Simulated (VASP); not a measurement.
Here is a VASP 6.6.1 calculation.

POSCAR

```
BaS
1.0
    0.0000000000      3.2117958739      3.3181063173
    3.2117958739      0.0000000000      3.3181063173
    3.2117958739      3.2117958739      0.0000000000
Ba S
1 1
Direct
    0.0000000000      0.0000000000      0.0000000000
    0.5000000000      0.5000000000      0.5000000000
```

Contents of INCAR.step1:

```
SYSTEM = BaS
PREC = Accurate
ENCUT = 520
ISMEAR = 0
SIGMA = 0.01
LREAL = .FALSE.
LASPH = .TRUE.
NELM = 80
NBANDS = 15
GGA = PE
ALGO = Normal
EDIFF = 1E-4
LWAVE = .TRUE.
LCHARG = .FALSE.
```

Contents of INCAR.step2:

```
SYSTEM = BaS
PREC = Accurate
ENCUT = 520
EDIFF = 1E-7
ISMEAR = 0
SIGMA = 0.01
LREAL = .FALSE.
LASPH = .TRUE.
NELM = 80
ALGO = Normal
ISIF = 2
LWAVE = .FALSE.
LCHARG = .TRUE.
METAGGA = R2SCAN
LMIXTAU = .TRUE.
LELF = .TRUE.
LVHAR = .TRUE.
NBANDS = 15
ISTART = 1
```

The input KPOINTS:

```
regular mesh
0
G
  8 8 8
  0 0 0
```

Potentials or basis: VASP PAW PBE potentials, release 64 (Ba_sv, S).

Launch:

```sh
$ cat potpaw_PBE.64/Ba_sv/POTCAR potpaw_PBE.64/S/POTCAR > POTCAR
$ cp INCAR.step1 INCAR
$ mpirun -np 1 vasp_std > vasp.out
$ cp INCAR.step2 INCAR
$ mpirun -np 1 vasp_std > vasp.out
```

Task: What does it give for the pressure?

Result: -0.7 GPa.

Task: Estimate the band gap on the k mesh.

Result: 2.50 eV, indirect (least direct gap 2.66 eV).

Stress tensor (GPa, compression positive):
```
 0.04  0.00  0.00
 0.00  0.04  0.00
 0.00  0.00 -2.25
```

Caveat: the cell differs from its parent crystal (uniaxial z strain +3.3%); the PAW data sets were made with another functional, which shifts forces and pressure a little; spin-orbit coupling is left out, which moves the levels of the heavy elements. A k mesh can miss the band edges.
